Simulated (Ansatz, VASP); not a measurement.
# One calculation of Eu, two programs

```
Eu
1.0
    -2.22747    2.22747    2.22747
     2.22747   -2.22747    2.22747
     2.22747    2.22747   -2.22747
Eu
1
Direct
  0.00000 0.00000 0.00000
```

Alike in both runs: task single point; functional r2SCAN; k mesh 3 × 3 × 3; occupations fermi-dirac, width 0.05 eV; collinear spin.

|  | VASP | Ansatz |
| --- | --- | --- |
| version | VASP 6.6.1 | Ansatz 0.2.0 |
| potentials or method | VASP PAW PBE potentials, release 64 (Eu), cutoff 520 eV | plane waves (500 eV) with PAW, scalar-relativistic |
| valence electrons in the cell | 17 | 17 |

```csv
,VASP,Ansatz,Ansatz less VASP
pressure (GPa),-0.8,-0.5,+0.32
net moment per atom (μB),8.04,8.04,0.000
size of the moment on the site where the two differ most (μB),6.76,7.39,+0.637
```

VASP's potentials were made for PBE, not for r2SCAN. Site moments also hang on the region over which each program counts them. Ansatz's warnings: stability check not made.

The k mesh is coarse, so the values compare programs but aren't converged. Neither program's run includes spin-orbit coupling.
